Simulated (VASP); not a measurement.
# SrTe (Fm-3m) in VASP: notebook

SrTe is run at these levels: PBE; tasks: single point.

Program: VASP 6.6.1. These are calculated values, not measurements. Logs are shortened: lines on timing, memory, paths and dates and some standing lists are left out, and cuts for length are marked.

## (1) The cell of the first run

Symmetry: Fm-3m, No. 225, cubic system. The conventional cell has a = 6.706 Å, b = 6.706 Å, c = 6.706 Å, α = 90.00°, β = 90.00°, γ = 90.00°. Sr (site symmetry m-3m) has 6 Te at 3.35 Å within 4.4 Å. Te (site symmetry m-3m) has 6 Sr at 3.35 Å within 4.4 Å.

## (2) Single point, PBE

INCAR

```
SYSTEM = SrTe
ALGO     = Normal         ! electronic algorithm
EDIFF    = 1E-6           ! SCF threshold, eV
ENCUT    = 500            ! plane-wave cutoff, eV
GGA      = PE             ! functional
GGA_COMPAT= .False.      
ISIF     = 2              ! what is computed and relaxed
ISMEAR   = 1              ! smearing method
LASPH    = .True.         ! aspherical terms in the spheres
LCHARG   = .True.         ! write CHGCAR
LELF     = .True.         ! ELF
LREAL    = .False.        ! projectors in reciprocal space
LVHAR    = .True.       
LWAVE    = .False.        ! write WAVECAR
NBANDS   = 15             ! bands
NELM     = 120            ! most SCF steps
PREC     = Accurate       ! precision mode
SIGMA    = 0.001          ! smearing width, eV
```

KPOINTS

```
k-points
0
Gamma
  4 4 4
  0 0 0
```

POSCAR

```
SrTe
1.0
    0.0000000000      3.3527582020      3.3527582020
    3.3527582020      0.0000000000      3.3527582020
    3.3527582020      3.3527582020      0.0000000000
Sr Te
1 1
Direct
    0.0000000000      0.0000000000      0.0000000000
    0.5000000000      0.5000000000      0.5000000000
```

Potentials or basis: VASP PAW PBE potentials, release 64 (Sr_sv, Te).

Run with:

```sh
> cat potpaw_PBE.64/Sr_sv/POTCAR potpaw_PBE.64/Te/POTCAR > POTCAR
> mpirun -np 1 vasp_std > vasp.out
```

OUTCAR:

```text
SYSTEM = SrTe
   EDIFF = 1E-6
   ENCUT = 500
   GGA = PE
   ISIF = 2
   ISMEAR = 1
   LASPH = .True.
   LREAL = .False.
   NELM = 120
   PREC = Accurate

 ion  position               nearest neighbor table
   1  0.000  0.000  0.000-   2 3.35   2 3.35   2 3.35   2 3.35   2 3.35   2 3.35
   2  0.500  0.500  0.500-   1 3.35   1 3.35   1 3.35   1 3.35   1 3.35   1 3.35

  LATTYP: Found a face centered cubic cell.
 ALAT       =     6.7055164040

  Lattice vectors:

 A1 = (   0.0000000000,   3.3527582020,   3.3527582020)
 A2 = (   3.3527582020,   0.0000000000,   3.3527582020)
 A3 = (   3.3527582020,   3.3527582020,   0.0000000000)

Analysis of symmetry for initial positions (statically):
=====================================================================
 Subroutine PRICEL returns:
 Original cell was already a primitive cell.

 Routine SETGRP: Setting up the symmetry group for a
 face centered cubic supercell.

 Subroutine GETGRP returns: Found 48 space group operations
 (whereof 48 operations were pure point group operations)
 out of a pool of 48 trial point group operations.

The static configuration has the point symmetry O_h .

Analysis of symmetry for dynamics (positions and initial velocities):
=====================================================================
 Subroutine PRICEL returns:
 Original cell was already a primitive cell.

 Routine SETGRP: Setting up the symmetry group for a
 face centered cubic supercell.

 Subroutine GETGRP returns: Found 48 space group operations
 (whereof 48 operations were pure point group operations)
 out of a pool of 48 trial point group operations.

The dynamic configuration has the point symmetry O_h .

 Subroutine INISYM returns: Found 48 space group operations
 (whereof 48 operations are pure point group operations),
 and found     1 'primitive' translations

----------------------------------------------------------------------------------------

                                     Primitive cell

  volume of cell :      75.3766

  direct lattice vectors                    reciprocal lattice vectors
     0.000000000  3.352758202  3.352758202    -0.149130945  0.149130945  0.149130945
     3.352758202  0.000000000  3.352758202     0.149130945 -0.149130945  0.149130945
     3.352758202  3.352758202  0.000000000     0.149130945  0.149130945 -0.149130945

  length of vectors
     4.741516121  4.741516121  4.741516121     0.258302374  0.258302374  0.258302374

  position of ions in fractional coordinates (direct lattice)
     0.000000000  0.000000000  0.000000000
     0.500000000  0.500000000  0.500000000

  ion indices of the primitive-cell ions
   primitive index   ion index
                 1           1
                 2           2

----------------------------------------------------------------------------------------

 KPOINTS: k-points

Automatic generation of k-mesh.
 Grid dimensions read from file:
 generate k-points for:    4    4    4

 Generating k-lattice:

  Cartesian coordinates                     Fractional coordinates (reciprocal lattice)
    -0.037282736  0.037282736  0.037282736     0.250000000  0.000000000  0.000000000
     0.037282736 -0.037282736  0.037282736     0.000000000  0.250000000  0.000000000
     0.037282736  0.037282736 -0.037282736     0.000000000  0.000000000  0.250000000

  Length of vectors
     0.064575594  0.064575594  0.064575594

  Shift w.r.t. Gamma in fractional coordinates (k-lattice)
     0.000000000  0.000000000  0.000000000

 Subroutine IBZKPT returns following result:
 ===========================================

 Found      8 irreducible k-points:

 Following reciprocal coordinates:
            Coordinates               Weight
  0.000000  0.000000  0.000000      1.000000
  0.250000  0.000000  0.000000      8.000000
  0.500000  0.000000  0.000000      4.000000
  0.250000  0.250000  0.000000      6.000000
  0.500000  0.250000  0.000000     24.000000
 -0.250000  0.250000  0.000000     12.000000
  0.500000  0.500000  0.000000      3.000000
 -0.250000  0.500000  0.250000      6.000000
   k-points           NKPTS =      8   k-points in BZ     NKDIM =      8   number of bands    NBANDS=     15
   number of dos      NEDOS =    301   number of ions     NIONS =      2
   total plane-waves  NPLWV =  46656
   dimension x,y,z NGX =    36 NGY =   36 NGZ =   36
   dimension x,y,z NGXF=    72 NGYF=   72 NGZF=   72
   ions per type =               1   1
   NGX,Y,Z   is equivalent  to a cutoff of  12.62, 12.62, 12.62 a.u.
   NGXF,Y,Z  is equivalent  to a cutoff of  25.24, 25.24, 25.24 a.u.
 SYSTEM =  SrTe
   PREC   = accura    normal or accurate (medium, high low for compatibility)
   ISTART =      0    job   : 0-new  1-cont  2-samecut
   ICHARG =      2    charge: 1-file 2-atom 10-const
   ISPIN  =      1    spin polarized calculation?
   LNONCOLLINEAR =      F non collinear calculations
   LSORBIT =      F    spin-orbit coupling
   LASPH  =      T    aspherical Exc in radial PAW
   ENCUT  =  500.0 eV  36.75 Ry    6.06 a.u.   8.64  8.64  8.64*2*pi/ulx,y,z
   NELM   =    120;   NELMIN=  2; NELMDL= -5     # of ELM steps
   EDIFF  = 0.1E-05   stopping-criterion for ELM
   LREAL  =      F    real-space projection
   EDIFFG = 0.1E-04   stopping-criterion for IOM
   NSW    =      0    number of steps for IOM
   IBRION =     -1    ionic relax: 0-MD 1-quasi-New 2-CG
   NFREE  =      0    steps in history (QN), initial steepest desc. (CG)
   ISIF   =      2    stress and relaxation
   ISYM   =      2    0-nonsym 1-usesym 2-fastsym
   POTIM  = 0.5000    time-step for ionic-motion
   TEBEG  =    0.0;   TEEND  =   0.0 temperature during run
   PSTRESS=    0.0 pullay stress
   NELECT =      16.0000    total number of electrons
   NUPDOWN=      -1.0000    fix difference up-down
   EMIN   =  10.00;   EMAX   =-10.00  energy-range for DOS
   EFERMI =   0.00;   METHOD = LEGACY
   ISMEAR =     1;   SIGMA  =   0.00  broadening in eV -4-tet -1-fermi 0-gaus
   EFERMI_NEDOS =   21; number of points for ismear=-14 and -15
   IALGO  =     38    algorithm
   IMIX   =      4    mixing-type and parameters
     AMIX     =   0.40;   BMIX     =  1.00
     AMIX_MAG =   1.60;   BMIX_MAG =  1.00
  volume/ion in A,a.u.               =      37.69       254.33
  Fermi-wavevector in a.u.,A,eV,Ry     =   0.976568  1.845446 12.975679  0.953686
  Thomas-Fermi vector in A             =   2.107197
   LORBIT       =      0    0 simple, 1 ext, 2 COOP (PROOUT), +10 PAW based schemes
   GGA     = PE    functional components
   LHFCALC =     F    Hartree Fock is set to
   AEXX    =    0.0000 exact exchange contribution
   IVDW    =     0    specifies the selected vdW correction
   LEPSILON=     F    determine dielectric tensor
   LRPA    =     F    only Hartree local field effects (RPA)
 non-spin polarized calculation
 Methfessel and Paxton  Order N= 1 SIGMA  =   0.00
  energy-cutoff  :      500.00
  volume of cell :       75.38
 maximum number of plane-waves:      1924
 NGX is ok and might be reduce to    36
   NGX = 17   NGY = 17   NGZ = 17

 number of electron      16.0000000 magnetization

 Free energy of the ion-electron system (eV)
  ---------------------------------------------------
  ext. energy  EPLUGINS =         0.00000000
  ---------------------------------------------------
  free energy    TOTEN  =        -8.25443916 eV

  energy without entropy =       -8.25443916  energy(sigma->0) =       -8.25443916

 E-fermi :   2.8117     XC(G=0):  -8.4326

 val. band max:        2.7193171304   @ k =   0.0000   0.0000   0.0000
 cond. band min:       4.4576291079   @ k =   0.5000   0.5000   0.0000
 fundamental gap:      1.7383119775
 Fermi energy:         2.8117310398

 k-point     1 :       0.0000    0.0000    0.0000
  band No.  band energies     occupation
      1     -32.0281      2.00000
      2     -14.0142      2.00000
      3     -14.0142      2.00000
      4     -14.0142      2.00000
      5      -7.1957      2.00000
      6       2.7193      2.00000
      7       2.7193      2.00000
      8       2.7193      2.00000
      9       5.4805      0.00000
     10       5.9988      0.00000
     11       5.9988      0.00000
     12       5.9988      0.00000
     13       6.6238      0.00000
     14       6.6238      0.00000
     15      10.2116      0.00000

 k-point     2 :       0.2500    0.0000    0.0000
  band No.  band energies     occupation
      1     -32.0262      2.00000
      2     -14.0727      2.00000
      3     -14.0170      2.00000
      4     -14.0170      2.00000
      5      -6.9105      2.00000
      6       1.0148      2.00000
      7       2.0892      2.00000
      8       2.0892      2.00000
      9       5.9327      0.00000
     10       6.7194      0.00000
     11       6.7194      0.00000
     12       7.7810      0.00000
     13       8.0311      0.00000
     14       8.0311      0.00000
     15      10.9484      0.00000

 k-point     3 :       0.5000    0.0000    0.0000
  band No.  band energies     occupation
      1     -32.0243      2.00000
      2     -14.1290      2.00000
      3     -14.0197      2.00000
      4     -14.0197      2.00000
      5      -6.5929      2.00000
      6      -0.0552      2.00000
      7       1.6467      2.00000
      8       1.6467      2.00000
      9       6.5677      0.00000
     10       7.8342      0.00000
     11       8.0139      0.00000
     12       8.0139      0.00000
     13       9.3495      0.00000
     14       9.3495      0.00000
     15      10.4574      0.00000

 k-point     4 :       0.2500    0.2500    0.0000
  band No.  band energies     occupation
      1     -32.0255      2.00000
      2     -14.0612      2.00000
      3     -14.0299      2.00000
      4     -14.0299      2.00000
      5      -6.8965      2.00000
      6       0.9207      2.00000
      7       2.2300      2.00000
      8       2.2300      2.00000
      9       5.0630      0.00000
     10       6.5286      0.00000
     11       7.0150      0.00000
     12       7.7159      0.00000
     13       7.7159      0.00000
     14       9.8057      0.00000
     15      10.6964      0.00000

 k-point     5 :       0.5000    0.2500    0.0000
  band No.  band energies     occupation
      1     -32.0236      2.00000
      2     -14.0979      2.00000
      3     -14.0460      2.00000
      4     -14.0328      2.00000
      5      -6.6791      2.00000
      6       0.5364      2.00000
      7       1.4053      2.00000
      8       1.8096      2.00000
      9       5.6524      0.00000
     10       7.9350      0.00000
     11       8.0844      0.00000
     12       8.2119      0.00000
     13       8.3990      0.00000
     14       8.6981      0.00000
     15      10.4541      0.00000

 k-point     6 :      -0.2500    0.2500    0.0000
  band No.  band energies     occupation
      1     -32.0242      2.00000
      2     -14.0934      2.00000
      3     -14.0493      2.00000
      4     -14.0198      2.00000
      5      -6.6903      2.00000
      6       0.4665      2.00000
      7       1.5341      2.00000
      8       1.7030      2.00000
      9       6.9675      0.00000
     10       7.1866      0.00000
     11       7.2353      0.00000
     12       7.6003      0.00000
     13       8.3573      0.00000
     14      10.4171      0.00000
     15      10.6177      0.00000

 k-point     7 :       0.5000    0.5000    0.0000
  band No.  band energies     occupation
      1     -32.0229      2.00000
      2     -14.0922      2.00000
      3     -14.0459      2.00000
      4     -14.0459      2.00000
      5      -6.7624      2.00000
      6       0.7735      2.00000
      7       1.9903      2.00000
      8       1.9903      2.00000
      9       4.4576      0.00000
     10       6.5472      0.00000
     11       7.5040      0.00000
     12       8.7277      0.00000
     13       8.8029      0.00000
     14       8.8029      0.00000
     15      11.2378      0.00000

 k-point     8 :      -0.2500    0.5000    0.2500
  band No.  band energies     occupation
      1     -32.0229      2.00000
      2     -14.0690      2.00000
      3     -14.0690      2.00000
      4     -14.0531      2.00000
      5      -6.6686      2.00000
      6       1.1750      2.00000
      7       1.1750      2.00000
      8       1.2377      2.00000
      9       6.6339      0.00000
     10       6.6339      0.00000
     11       7.1331      0.00000
     12       8.3572      0.00000
     13       8.8131      0.00000
     14      10.2482      0.00000
     15      10.8329      0.00000

------------------------ aborting loop because EDIFF is reached ----------------------------------------

  FORCE on cell =-STRESS in cart. coord.  units (eV):
  Direction    XX          YY          ZZ          XY          YZ          ZX
  --------------------------------------------------------------------------------------
  -------------------------------------------------------------------------------------
  Total        0.1663500      0.1663500      0.1663500      0.0000000      0.0000000      0.0000000
  in kB        3.5358742      3.5358742      3.5358742      0.0000000      0.0000000      0.0000000
  external PRESSURE =       3.5358742 kB  Pullay stress =       0.0000000 kB

 VOLUME and BASIS-vectors are now :
 -----------------------------------------------------------------------------
  energy-cutoff  :      500.00
  volume of cell :       75.38
      direct lattice vectors                 reciprocal lattice vectors
     0.000000000  3.352758202  3.352758202    -0.149130945  0.149130945  0.149130945
     3.352758202  0.000000000  3.352758202     0.149130945 -0.149130945  0.149130945
     3.352758202  3.352758202  0.000000000     0.149130945  0.149130945 -0.149130945

 POSITION                                       TOTAL-FORCE (eV/Angst)
 -----------------------------------------------------------------------------------
      0.00000      0.00000      0.00000         0.000000     -0.000000      0.000000
      3.35276      3.35276      3.35276        -0.000000      0.000000     -0.000000
 -----------------------------------------------------------------------------------
    total drift:                                0.000000      0.000000      0.000000

  FREE ENERGIE OF THE ION-ELECTRON SYSTEM (eV)
  ---------------------------------------------------
  free  energy   TOTEN  =        -8.2544391604 eV

  energy  without entropy=       -8.2544391604  energy(sigma->0) =       -8.25443916
```

Run time: 11 s. Hardware: 1 thread of Intel Xeon Platinum 8375C at 2.90GHz (Ice Lake), shared host; peak memory 0.2 GiB.

What came out:

```
Free energy            : -8.2544 eV
Pressure               : 0.4 GPa
Band gap on the k mesh : 1.74 eV, indirect (least direct gap 2.47 eV)
```

Levels at points of the mesh, in eV from the valence-band top:
| k point | band 4 | band 5 | band 6 | band 7 | band 8 | band 9 | band 10 | band 11 | band 12 | band 13 |
| --- | --- | --- | --- | --- | --- | --- | --- | --- | --- | --- |
| (0.00, 0.00, 0.00) | -16.73 | -9.92 | 0.00 | 0.00 | 0.00 | 2.76 | 3.28 | 3.28 | 3.28 | 3.90 |
| (0.50, 0.00, 0.00) | -16.74 | -9.31 | -2.77 | -1.07 | -1.07 | 3.85 | 5.11 | 5.29 | 5.29 | 6.63 |
| (0.50, 0.50, 0.00) | -16.77 | -9.48 | -1.95 | -0.73 | -0.73 | 1.74 | 3.83 | 4.78 | 6.01 | 6.08 |

Caveat: spin-orbit coupling is left out, which moves the levels of the heavy elements. Expect the measured gap to be larger: semilocal functionals such as PBE lack the derivative discontinuity.

## (3) Single point, PBE

INCAR

```
ALGO = Normal
EDIFF = 1E-6
ENCUT = 500
GGA = PE
GGA_COMPAT = F
ISIF = 2
ISMEAR = 1
LASPH = T
LCHARG = F
LREAL = F
LWAVE = F
NBANDS = 15
NELM = 120
PREC = Accurate
SIGMA = 0.05
```

KPOINTS

```
k-points
0
Gamma
  4 4 4
```

POSCAR is that of step 2.

Potentials or basis: VASP PAW PBE potentials, release 64 (Sr_sv, Te).

Run with:

```sh
> cat potpaw_PBE.64/Sr_sv/POTCAR potpaw_PBE.64/Te/POTCAR > POTCAR
> mpirun -np 1 vasp_std > vasp.out
```

Wall time 10 s (1 thread of Intel Xeon Platinum 8375C at 2.90GHz (Ice Lake), shared host); peak memory 0.2 GiB.

Results (log left out):

| Quantity | Value |
| --- | --- |
| Free energy | -8.2543 eV |
| Pressure | 0.4 GPa |
| Band gap on the k mesh | 1.74 eV, indirect (least direct gap 2.47 eV) |

Levels at points of the mesh, in eV from the valence-band top:
| k point | band 5 | band 6 | band 7 | band 8 | band 9 | band 10 | band 11 | band 12 |
| --- | --- | --- | --- | --- | --- | --- | --- | --- |
| (0.00, 0.00, 0.00) | -9.92 | 0.00 | 0.00 | 0.00 | 2.76 | 3.28 | 3.28 | 3.28 |
| (0.50, 0.00, 0.00) | -9.31 | -2.77 | -1.07 | -1.07 | 3.85 | 5.11 | 5.29 | 5.29 |
| (0.50, 0.50, 0.00) | -9.48 | -1.95 | -0.73 | -0.73 | 1.74 | 3.83 | 4.78 | 6.01 |

Caveat: spin-orbit coupling is left out, which moves the levels of the heavy elements.
